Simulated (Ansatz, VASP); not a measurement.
## One calculation of KCl, two programs

```
CELL_PARAMETERS angstrom
0.00000 3.34547 3.15610
3.34547 0.00000 3.15610
3.34547 3.34547 0.00000
ATOMIC_POSITIONS crystal
K 0.00000 0.00000 0.00000
Cl 0.50000 0.50000 0.50000
```

Change from the starting cell: strain +0.0600 x Voigt [1, 1, 0, 0, 0, 0], atoms carried along.

Alike in both runs: task single point; functional PBE; k mesh 6 × 6 × 6; occupations gaussian, width 0.05 eV; no spin polarisation.

```csv
,VASP,Ansatz
version,VASP 6.6.1,Ansatz 0.2.0
potentials or method,"VASP PAW PBE potentials, release 64 (K_sv, Cl), cutoff 520 eV","scalar-relativistic, plane waves, PAW"
valence electrons in the cell,16,16
```

|  | VASP | Ansatz | Ansatz less VASP |
| --- | --- | --- | --- |
| gap on the k mesh at the Fermi level (eV) | 4.77 | 4.77 | +0.002 |
| least direct gap on the mesh (eV) | 4.77 | 4.77 | +0.002 |
| pressure (GPa) | -1.0 | -1.0 | 0.00 |
| traceless stress, the component that is largest in VASP (GPa) | 0.82 | 0.80 | -0.017 |

The functional is the same, so the differences come from potentials, cutoffs and numerics.
